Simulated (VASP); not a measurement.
P:

```
P
1.0
     4.27533    0.00000    0.00000
     0.00000    4.27533    0.00000
     0.00000    0.00000    4.27533
P
4
Cartesian
  1.0545 1.0545 1.0545
  1.0832 3.2208 3.1922
  3.2208 3.1922 1.0832
  3.1922 1.0832 3.2208
```

```yaml
Program: VASP 6.6.1
Task: relaxation of cell and atoms
Functional: PBE
Potentials_or_basis: VASP PAW PBE potentials, release 64 (P)
Cutoff: 600 eV
k_mesh: 4 × 4 × 4
Occupations: gaussian, width 0.1 eV
Spin: no spin polarisation
```

At the start: pressure -14.7 GPa; volume 19.54 Å³/atom.

Problem. How do energy, volume and symmetry change on relaxing?

Solution. Over 25 steps the energy falls by 684.0 meV/atom and the volume is 16.34 Å³/atom (-16.4 %); space group P4_332 (No. 212, to 0.05 Å).

Step by step:
| step | energy change (eV) | largest force (eV/Å) | pressure (GPa) | volume (Å³) |
| --- | --- | --- | --- | --- |
| 1 | 0.0000 | 0.0750 | -14.67 | 78.15 |
| 2 | -0.8921 | 0.0679 | 3.78 | 59.61 |
| 3 | -0.9168 | 0.0617 | 0.15 | 61.69 |
| 4 | -0.9166 | 0.0616 | -0.35 | 61.99 |
| 5 | -0.9174 | 0.0681 | -0.34 | 61.99 |
| 6 | -0.9200 | 0.0876 | -0.31 | 61.97 |
| 7 | -0.9273 | 0.1248 | -0.26 | 61.95 |
| 8 | -0.9489 | 0.1916 | -0.17 | 61.90 |
| 9 | -1.0240 | 0.4251 | 0.30 | 61.79 |
| 10 | -1.3546 | 0.8008 | 0.71 | 61.59 |
| 11 | -2.2217 | 0.7041 | 4.44 | 61.17 |
| 12 | -2.3057 | 0.6097 | 6.29 | 60.35 |
| 13 | -2.6360 | 0.0208 | 7.44 | 60.74 |
| 14 | -2.6363 | 0.0188 | 7.43 | 60.75 |
| 15 | -2.6373 | 0.0130 | 7.39 | 60.77 |
| 16 | -2.6392 | 0.0011 | 7.32 | 60.80 |
| 17 | -2.6422 | 0.0226 | 7.17 | 60.88 |
| 18 | -2.6455 | 0.0705 | 6.86 | 61.03 |
| 19 | -2.6484 | 0.0692 | 6.73 | 61.10 |
| 20 | -2.6568 | 0.0655 | 6.37 | 61.29 |
| 21 | -2.6724 | 0.0580 | 5.66 | 61.69 |
| 22 | -2.6982 | 0.0421 | 4.29 | 62.48 |
| 23 | -2.7295 | 0.0081 | 1.77 | 64.08 |
| 24 | -2.7181 | 0.0642 | -2.40 | 67.38 |
| 25 | -2.7362 | 0.0204 | 0.01 | 65.35 |

Final structure:
```
P
1.0
     4.02800    0.00000    0.00000
     0.00000    4.02800    0.00000
     0.00000    0.00000    4.02800
P
4
Direct
  0.12604 0.12604 0.12604
  0.37396 0.87396 0.62604
  0.87396 0.62604 0.37396
  0.62604 0.37396 0.87396
```

Caveat: the k points lie up to 0.39 Å⁻¹ apart in the final cell; the volume moved by over 15 % at a fixed basis, so the end points are rough.
